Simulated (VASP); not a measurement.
TaN (rocksalt type):

```
CELL_PARAMETERS angstrom
0.00000 2.15443 2.15443
2.15443 0.00000 2.15443
2.15443 2.15443 0.00000
ATOMIC_POSITIONS crystal
Ta 0.00000 0.00000 0.00000
N 0.50000 0.50000 0.50000
```

| Item | Value |
| --- | --- |
| Program | VASP 6.6.1 |
| Task | relaxation of cell and atoms |
| Functional | PBE |
| Potentials or basis | VASP PAW PBE potentials, release 64 (Ta_pv, N) |
| Cutoff | 600 eV |
| k mesh | 15 × 15 × 15 |
| Occupations | fermi-dirac, width 0.08 eV |
| Spin | no spin polarisation |

At the start: pressure 30.0 GPa; volume 10.00 Å³/atom.

**Question.** How do energy, volume and symmetry change on relaxing?

**Answer.** Over 19 steps the energy falls by 69.4 meV/atom and the volume is 10.80 Å³/atom (+8.0 %); space group Fm-3m (No. 225, to 0.1 Å) before and after.

The path:
```
step  energy change (eV)  largest force (eV/Å)  pressure (GPa)  volume (Å³)
   1              0.0000                0.0000           29.97        20.00
   2              0.4986                0.0000          -39.91        25.92
   3             -0.1382                0.0000           -1.69        21.70
   4             -0.1388                0.0000           -0.18        21.60
   5             -0.1388                0.0000            0.30        21.57
   6             -0.1388                0.0000            0.33        21.57
   7             -0.1388                0.0000            0.33        21.57
   8             -0.1388                0.0000            0.29        21.57
   9             -0.1388                0.0000            0.29        21.57
  10             -0.1388                0.0000            0.29        21.57
  11             -0.1388                0.0000            0.29        21.57
  12             -0.1388                0.0000            0.29        21.57
  13             -0.1388                0.0000            0.29        21.57
  14             -0.1388                0.0000            0.29        21.57
  15             -0.1388                0.0000            0.28        21.58
  16             -0.1388                0.0000            0.20        21.58
  17             -0.1388                0.0000            0.10        21.59
  18             -0.1388                0.0000           -0.10        21.60
  19             -0.1388                0.0000           -0.02        21.59
```

Final structure:
```yaml
crystal:
  lattice:
    - [0.00000, 2.21017, 2.21017]
    - [2.21017, 0.00000, 2.21017]
    - [2.21017, 2.21017, 0.00000]
  atoms:
    - { symbol: Ta, position: [0.00000, 0.00000, 0.00000] }
    - { symbol: N, position: [0.50000, 0.50000, 0.50000] }
```
